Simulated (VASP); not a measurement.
A run of VASP 6.6.1 is set up as follows.

File INCAR:

```
SYSTEM = BP
ALGO = Normal
EDIFF = 1E-6
ENCUT = 500
GGA_COMPAT = .FALSE.
ISIF = 2
ISMEAR = -1
LASPH = .TRUE.
LCHARG = .TRUE.
LELF = .TRUE.
LREAL = .FALSE.
LVHAR = .TRUE.
LWAVE = .FALSE.
NBANDS = 11
NELM = 120
PREC = Accurate
SIGMA = 0.1
```

Contents of KPOINTS:

```
k-points
0
G
  15 15 15
  0 0 0
```

The input POSCAR:

```
BP
1.0
    0.0000000000      1.7474285077      1.7474285077
    1.7474285077      0.0000000000      1.7474285077
    1.7474285077      1.7474285077      0.0000000000
B P
1 1
Direct
    0.0000000000      0.0000000000      0.0000000000
    0.5000000000      0.5000000000      0.5000000000
```

Potentials or basis: VASP PAW LDA potentials, release 64 (B, P).

The run is started by

```sh
$ cat potpaw_LDA.64/B/POTCAR potpaw_LDA.64/P/POTCAR > POTCAR
$ mpirun -np 1 vasp_std > vasp.out
```

Estimate the band gap on the k mesh.

zero (band 4 reaches 21.92 eV, above the bottom of band 5 at 19.51 eV).

Predict the pressure.

297.0 GPa.
